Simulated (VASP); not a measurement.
# TiSi2 (P6/mmm) in VASP: notebook

Runs on TiSi2. Level: PBE. Tasks: single point, relaxation of cell and atoms.

Everything below comes from runs of VASP 6.6.1. Logs are shortened: lines on timing, memory, paths and dates and some standing lists are left out, and cuts for length are marked.

## Step 1: The cell of the first run

Symmetry: P6/mmm, No. 191, hexagonal system. Conventional cell: a = 4.015 Å, b = 4.015 Å, c = 3.159 Å, α = 90.00°, β = 90.00°, γ = 120.00°. Ti (site symmetry 6/mmm) has 12 Si at 2.81 Å and 2 Ti at 3.16 Å within 3.7 Å. Within 3.2 Å of Si (site symmetry -6m2) lie 5 Si at 2.32 to 3.16 Å and 6 Ti at 2.81 Å.

The cell was generated, and may not be a known phase.

## Step 2: Single point, PBE, collinear spin

The input, INCAR:

```
SYSTEM = TiSi2
PREC     = Accurate       ! precision mode
ENCUT    = 520            ! plane-wave cutoff, eV
EDIFF    = 1E-6           ! SCF threshold, eV
ISMEAR   = 0              ! smearing method
SIGMA    = 0.1            ! smearing width, eV
LREAL    = .False.        ! projectors in reciprocal space
LASPH    = .True.         ! aspherical terms in the spheres
NELM     = 150            ! most SCF steps
ALGO     = Normal         ! electronic algorithm
ISIF     = 2              ! what is computed and relaxed
LWAVE    = .False.        ! write WAVECAR
LCHARG   = .False.        ! write CHGCAR
ISPIN    = 2              ! spin polarisation
MAGMOM   = 1 0 0          ! initial moments
LORBIT   = 11             ! projections on sites
LMAXMIX  = 4              ! l up to which the mixer works
GGA      = PE             ! functional
NBANDS   = 21             ! bands
```

The input, KPOINTS:

```
regular mesh
0
Gamma
  6 6 6
  0 0 0
```

The input, POSCAR:

```
TiSi2
1.0
    4.0153492817      0.0000000000      0.0000000000
   -2.0076746409      3.4773944830      0.0000000000
    0.0000000000      0.0000000000      3.1586447397
Ti Si
1 2
Direct
    0.0000000000      0.0000000000      0.0000000000
    0.3333333333      0.6666666667      0.5000000000
    0.6666666667      0.3333333333      0.5000000000
```

Potentials or basis: VASP PAW PBE potentials, release 64 (Ti_sv, Si).

The run is started by

```console
$ cat potpaw_PBE.64/Ti_sv/POTCAR potpaw_PBE.64/Si/POTCAR > POTCAR
$ mpirun -np 1 vasp_std > vasp.out
```

OUTCAR:

```text
SYSTEM = TiSi2
   PREC = Accurate
   ENCUT = 520
   EDIFF = 1E-6
   ISMEAR = 0
   LREAL = .False.
   LASPH = .True.
   NELM = 150
   ISIF = 2
   ISPIN = 2
   LORBIT = 11
   GGA = PE

 ion  position               nearest neighbor table
   1  0.000  0.000  0.000-   2 2.81   3 2.81   2 2.81   3 2.81   3 2.81   3 2.81   2 2.81   2 2.81
                             3 2.81   3 2.81   2 2.81   2 2.81
   2  0.333  0.667  0.500-   3 2.32   3 2.32   3 2.32   1 2.81   1 2.81   1 2.81   1 2.81   1 2.81
                             1 2.81
   3  0.667  0.333  0.500-   2 2.32   2 2.32   2 2.32   1 2.81   1 2.81   1 2.81   1 2.81   1 2.81
                             1 2.81

  LATTYP: Found a hexagonal cell.
 ALAT       =     4.0153492817
 C/A-ratio  =     0.7866425853

  Lattice vectors:

 A1 = (   4.0153492817,   0.0000000000,   0.0000000000)
 A2 = (  -2.0076746409,   3.4773944830,   0.0000000000)
 A3 = (   0.0000000000,   0.0000000000,   3.1586447397)

Analysis of symmetry for initial positions (statically):
=====================================================================
 Subroutine PRICEL returns:
 Original cell was already a primitive cell.

 Routine SETGRP: Setting up the symmetry group for a
 hexagonal supercell.

 Subroutine GETGRP returns: Found 24 space group operations
 (whereof 24 operations were pure point group operations)
 out of a pool of 24 trial point group operations.

The static configuration has the point symmetry D_6h.

Analysis of symmetry for dynamics (positions and initial velocities):
=====================================================================
 Subroutine PRICEL returns:
 Original cell was already a primitive cell.

 Routine SETGRP: Setting up the symmetry group for a
 hexagonal supercell.

 Subroutine GETGRP returns: Found 24 space group operations
 (whereof 24 operations were pure point group operations)
 out of a pool of 24 trial point group operations.

The dynamic configuration has the point symmetry D_6h.

Analysis of structural, dynamic, and magnetic symmetry:
=====================================================================
 Subroutine PRICEL returns:
 Original cell was already a primitive cell.

 Routine SETGRP: Setting up the symmetry group for a
 hexagonal supercell.

 Subroutine GETGRP returns: Found 24 space group operations
 (whereof 24 operations were pure point group operations)
 out of a pool of 24 trial point group operations.

The overall configuration has the point symmetry D_6h.

 Subroutine INISYM returns: Found 24 space group operations
 (whereof 24 operations are pure point group operations),
 and found     1 'primitive' translations

----------------------------------------------------------------------------------------

                                     Primitive cell

  volume of cell :      44.1040

  direct lattice vectors                    reciprocal lattice vectors
     4.015349282  0.000000000  0.000000000     0.249044337  0.143785815  0.000000000
    -2.007674641  3.477394483  0.000000000     0.000000000  0.287571630  0.000000000
     0.000000000  0.000000000  3.158644740     0.000000000  0.000000000  0.316591476

  length of vectors
     4.015349282  4.015349282  3.158644740     0.287571630  0.287571630  0.316591476

  position of ions in fractional coordinates (direct lattice)
     0.000000000  0.000000000  0.000000000
     0.333333333  0.666666667  0.500000000
     0.666666667  0.333333333  0.500000000

  ion indices of the primitive-cell ions
   primitive index   ion index
                 1           1
                 2           2
                 3           3

----------------------------------------------------------------------------------------

 KPOINTS: regular mesh

Automatic generation of k-mesh.
 Grid dimensions read from file:
 generate k-points for:    6    6    6

 Generating k-lattice:

  Cartesian coordinates                     Fractional coordinates (reciprocal lattice)
     0.041507390  0.023964303  0.000000000     0.166666667  0.000000000  0.000000000
     0.000000000  0.047928605  0.000000000     0.000000000  0.166666667  0.000000000
     0.000000000  0.000000000  0.052765246     0.000000000  0.000000000  0.166666667

  Length of vectors
     0.047928605  0.047928605  0.052765246

  Shift w.r.t. Gamma in fractional coordinates (k-lattice)
     0.000000000  0.000000000  0.000000000

 Subroutine IBZKPT returns following result:
 ===========================================

 Found     28 irreducible k-points:

 Following reciprocal coordinates:
            Coordinates               Weight
  0.000000  0.000000  0.000000      1.000000
  0.166667  0.000000  0.000000      6.000000
  0.333333 -0.000000  0.000000      6.000000
  0.500000 -0.000000  0.000000      3.000000
  0.166667  0.166667  0.000000      6.000000
  0.333333  0.166667  0.000000     12.000000
[... 16 lines left out ...]
  0.166667  0.000000  0.500000      6.000000
  0.333333 -0.000000  0.500000      6.000000
 [... further k-points ...]
   k-points           NKPTS =     28   k-points in BZ     NKDIM =     28   number of bands    NBANDS=     21
   number of dos      NEDOS =    301   number of ions     NIONS =      3
   total plane-waves  NPLWV =  21600
   dimension x,y,z NGX =    30 NGY =   30 NGZ =   24
   dimension x,y,z NGXF=    60 NGYF=   60 NGZF=   48
   ions per type =               1   2
   NGX,Y,Z   is equivalent  to a cutoff of  12.42, 12.42, 12.63 a.u.
   NGXF,Y,Z  is equivalent  to a cutoff of  24.84, 24.84, 25.26 a.u.
 SYSTEM =  TiSi2
   PREC   = accura    normal or accurate (medium, high low for compatibility)
   ISTART =      0    job   : 0-new  1-cont  2-samecut
   ICHARG =      2    charge: 1-file 2-atom 10-const
   ISPIN  =      2    spin polarized calculation?
   LNONCOLLINEAR =      F non collinear calculations
   LSORBIT =      F    spin-orbit coupling
   LASPH  =      T    aspherical Exc in radial PAW
   ENCUT  =  520.0 eV  38.22 Ry    6.18 a.u.   7.47  7.47  5.87*2*pi/ulx,y,z
   NELM   =    150;   NELMIN=  2; NELMDL= -5     # of ELM steps
   EDIFF  = 0.1E-05   stopping-criterion for ELM
   LREAL  =      F    real-space projection
   EDIFFG = 0.1E-04   stopping-criterion for IOM
   NSW    =      0    number of steps for IOM
   IBRION =     -1    ionic relax: 0-MD 1-quasi-New 2-CG
   NFREE  =      0    steps in history (QN), initial steepest desc. (CG)
   ISIF   =      2    stress and relaxation
   ISYM   =      2    0-nonsym 1-usesym 2-fastsym
   POTIM  = 0.5000    time-step for ionic-motion
   TEBEG  =    0.0;   TEEND  =   0.0 temperature during run
   PSTRESS=    0.0 pullay stress
   NELECT =      20.0000    total number of electrons
   NUPDOWN=      -1.0000    fix difference up-down
   EMIN   =  10.00;   EMAX   =-10.00  energy-range for DOS
   EFERMI =   0.00;   METHOD = LEGACY
   ISMEAR =     0;   SIGMA  =   0.10  broadening in eV -4-tet -1-fermi 0-gaus
   EFERMI_NEDOS =   21; number of points for ismear=-14 and -15
   IALGO  =     38    algorithm
   IMIX   =      4    mixing-type and parameters
     AMIX     =   0.40;   BMIX     =  1.00
     AMIX_MAG =   1.60;   BMIX_MAG =  1.00
  volume/ion in A,a.u.               =      14.70        99.21
  Fermi-wavevector in a.u.,A,eV,Ry     =   1.257744  2.376791 21.523316  1.581919
  Thomas-Fermi vector in A             =   2.391388
   LORBIT       =     11    0 simple, 1 ext, 2 COOP (PROOUT), +10 PAW based schemes
   GGA     = PE    functional components
   LHFCALC =     F    Hartree Fock is set to
   AEXX    =    0.0000 exact exchange contribution
   IVDW    =     0    specifies the selected vdW correction
   LEPSILON=     F    determine dielectric tensor
   LRPA    =     F    only Hartree local field effects (RPA)
 spin polarized calculation
 Gauss-broadening in eV      SIGMA  =   0.10
  energy-cutoff  :      520.00
  volume of cell :       44.10
 maximum number of plane-waves:      1200
 NGX is ok and might be reduce to    30
   NGX = 15   NGY = 15   NGZ = 11

 number of electron      19.9999994 magnetization       0.0019639

 number of electron      19.9999994 magnetization      -0.0000408

 Free energy of the ion-electron system (eV)
  ---------------------------------------------------
  ext. energy  EPLUGINS =         0.00000000
  ---------------------------------------------------
  free energy    TOTEN  =       -18.83823275 eV

  energy without entropy =      -18.82560600  energy(sigma->0) =      -18.83191937

 E-fermi :  10.4310     XC(G=0): -11.4581

 val. band max:       10.3796049623   @ k =   0.0000   0.0000   0.0000
 cond. band min:      10.4331783777   @ k =   0.1667   0.0000   0.0000
 fundamental gap:      0.0535734154
 Fermi energy:        10.4309546429

 spin component 1

 k-point     1 :       0.0000    0.0000    0.0000
  band No.  band energies     occupation
      1     -46.8257      1.00000
      2     -23.1156      1.00000
      3     -23.1156      1.00000
      4     -23.0398      1.00000
      5      -2.9255      1.00000
      6       5.8773      1.00000
[... 13 lines left out ...]
     20      20.6067      0.00000
     21      20.6067      0.00000

 k-point     2 :       0.1667    0.0000    0.0000
  band No.  band energies     occupation
      1     -46.8254      1.00000
      2     -23.1224      1.00000
      3     -23.1172      1.00000
      4     -23.0393      1.00000
      5      -2.5936      1.00000
      6       4.2425      1.00000
[... 13 lines left out ...]
     20      20.7891      0.00000
     21      22.3058      0.00000
[... 487 lines left out ...]
      5      -0.5732      1.00000
      6       3.3793      1.00000
[... 13 lines left out ...]
     20      19.4729      0.00000
     21      20.2011      0.00000

 k-point    24 :       0.3333   -0.0000    0.5000
  band No.  band energies     occupation
      1     -46.8090      1.00000
      2     -23.2146      1.00000
      3     -23.1118      1.00000
      4     -23.0992      1.00000
      5       0.0772      1.00000
      6       3.8378      1.00000
[... 13 lines left out ...]
     20      21.7983      0.00000
     21      21.9280      0.00000

 [... further k-points ...]

 spin component 2

 k-point     1 :       0.0000    0.0000    0.0000
  band No.  band energies     occupation
      1     -46.8258      1.00000
      2     -23.1156      1.00000
      3     -23.1156      1.00000
      4     -23.0398      1.00000
      5      -2.9256      1.00000
      6       5.8773      1.00000
[... 13 lines left out ...]
     20      20.6066      0.00000
     21      20.6066      0.00000

 k-point     2 :       0.1667    0.0000    0.0000
  band No.  band energies     occupation
      1     -46.8254      1.00000
      2     -23.1224      1.00000
      3     -23.1172      1.00000
      4     -23.0393      1.00000
      5      -2.5937      1.00000
      6       4.2425      1.00000
[... 13 lines left out ...]
     20      20.7890      0.00000
     21      22.3057      0.00000
[... 487 lines left out ...]
      5      -0.5733      1.00000
      6       3.3792      1.00000
[... 13 lines left out ...]
     20      19.4728      0.00000
     21      20.2011      0.00000

 k-point    24 :       0.3333   -0.0000    0.5000
  band No.  band energies     occupation
      1     -46.8090      1.00000
      2     -23.2146      1.00000
      3     -23.1118      1.00000
      4     -23.0992      1.00000
      5       0.0772      1.00000
      6       3.8378      1.00000
[... 13 lines left out ...]
     20      21.7982      0.00000
     21      21.9280      0.00000

 [... further k-points ...]

------------------------ aborting loop because EDIFF is reached ----------------------------------------

  FORCE on cell =-STRESS in cart. coord.  units (eV):
  Direction    XX          YY          ZZ          XY          YZ          ZX
  --------------------------------------------------------------------------------------
  -------------------------------------------------------------------------------------
  Total        0.0743288      0.0743288      0.1151653     -0.0000000     -0.0000000      0.0000000
  in kB        2.7001617      2.7001617      4.1836402     -0.0000000     -0.0000000      0.0000000
  external PRESSURE =       3.1946546 kB  Pullay stress =       0.0000000 kB

 VOLUME and BASIS-vectors are now :
 -----------------------------------------------------------------------------
  energy-cutoff  :      520.00
  volume of cell :       44.10
      direct lattice vectors                 reciprocal lattice vectors
     4.015349282  0.000000000  0.000000000     0.249044337  0.143785815  0.000000000
    -2.007674641  3.477394483  0.000000000     0.000000000  0.287571630  0.000000000
     0.000000000  0.000000000  3.158644740     0.000000000  0.000000000  0.316591476

 POSITION                                       TOTAL-FORCE (eV/Angst)
 -----------------------------------------------------------------------------------
      0.00000      0.00000      0.00000        -0.000000      0.000000      0.000000
     -0.00000      2.31826      1.57932        -0.000000      0.000000      0.000000
      2.00767      1.15913      1.57932         0.000000      0.000000      0.000000
 -----------------------------------------------------------------------------------
    total drift:                                0.000000     -0.000000      0.000000

  FREE ENERGIE OF THE ION-ELECTRON SYSTEM (eV)
  ---------------------------------------------------
  free  energy   TOTEN  =       -18.8382327468 eV

  energy  without entropy=      -18.8256059965  energy(sigma->0) =      -18.83191937

 total charge

# of ion       s       p       d       tot
------------------------------------------
    1        2.146   6.092   2.019  10.257
    2        0.746   0.917   0.000   1.662
    3        0.746   0.917   0.000   1.662
--------------------------------------------------
tot          3.638   7.925   2.019  13.582

 magnetization (x)

# of ion       s       p       d       tot
------------------------------------------
    1        0.000  -0.000   0.000   0.000
    2       -0.000  -0.000   0.000  -0.000
    3       -0.000  -0.000   0.000  -0.000
--------------------------------------------------
tot          0.000  -0.000   0.000   0.000
```

Wall time 56 s (1 thread of Intel Xeon Platinum 8375C at 2.90GHz (Ice Lake), shared host); peak memory 0.19 GiB.

What came out:

| Quantity | Value |
| --- | --- |
| Free energy | -18.8382 eV |
| Pressure | 0.3 GPa |
| Band gap on the k mesh | zero (filled and empty bands overlap) |
| Net moment | 0.00 μB per cell |
| Valence electrons inside the program's atomic spheres | Ti 10.26; Si 1.66 |

(Part 1 of 3 ends here.)

The gap in the log of VASP goes by the Fermi energy; the results here count the filled bands.